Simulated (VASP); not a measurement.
Bi, 2 atoms in the cell. The structure is monoclinic, space group P2/m (No. 10). The conventional cell has a = 3.238 Å, b = 3.222 Å, c = 6.444 Å, α = 90.00°, β = 90.72°, γ = 90.00°. Within 4.2 Å of Bi (site symmetry m) lie 6 Bi at 3.22 to 3.24 Å. 

| Property | Result |
| --- | --- |
| Program | VASP 6.6.1 |
| Task | single point |
| Functional | PBE0 |
| Potentials or basis | VASP PAW PBE potentials, release 64 (Bi_d) |
| Cutoff | 520 eV |
| k mesh | 4 × 4 × 2 |
| Occupations | fermi-dirac, width 0.1 eV |
| Spin | no spin polarisation |
| Dipole correction | no |
| Grid for exact exchange (PRECFOCK) | Normal |
| Further INCAR settings | ALGO = Normal; EDIFF = 1e-06; NBANDS = 22 |

Potentials or basis: VASP PAW PBE potentials, release 64 (Bi_d).

Launch:

```console
$ cat potpaw_PBE.64/Bi_d/POTCAR > POTCAR
$ cp INCAR.step1 INCAR
$ mpirun -np 1 vasp_std > vasp.out
$ cp INCAR.step2 INCAR
$ mpirun -np 1 vasp_std > vasp.out
```

Hardware: 1 thread of Intel(R) Xeon(R) Platinum 8375C CPU @ 2.90GHz (Ice Lake), on a shared host.

Task: Estimate the wall time of this run.

Result: Run time: 23 min on 1 thread of Intel(R) Xeon(R) Platinum 8375C CPU @ 2.90GHz (Ice Lake), on a shared host, peak memory 0.19 GiB. Counts: k points 18.
